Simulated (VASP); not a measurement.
Input of a VASP 6.6.1 run:

INCAR

```
SYSTEM = Hf
PREC = Accurate ; ENCUT = 520
EDIFF = 1E-6 ; ISMEAR = -1
SIGMA = 0.05 ; LREAL = .FALSE.
LASPH = .TRUE. ; NELM = 80
ALGO = Normal ; ISIF = 2
LWAVE = .FALSE. ; LCHARG = .FALSE.
GGA = PE ; NBANDS = 11
```

File KPOINTS:

```
Automatic mesh
0
G
  13 13 13
  0 0 0
```

Contents of POSCAR:

```
Hf
1.0
    0.0000000000      2.2424017025      2.2424017025
    2.2424017025      0.0000000000      2.2424017025
    2.2424017025      2.2424017025      0.0000000000
Hf
1
Direct
    0.0000000000      0.0000000000      0.0000000000
```

Potentials or basis: VASP PAW PBE potentials, release 64 (Hf_pv).

Launch:

```sh
$ cat potpaw_PBE.64/Hf_pv/POTCAR > POTCAR
$ mpirun -np 1 vasp_std > vasp.out
```

Task: Predict the pressure.

Result: -0.4 GPa.

Task: Predict the band gap on the k mesh.

Result: Zero (band 5 reaches 6.09 eV, above the bottom of band 6 at 4.14 eV).

Caveat: spin-orbit coupling is left out, which moves the levels of the heavy elements.
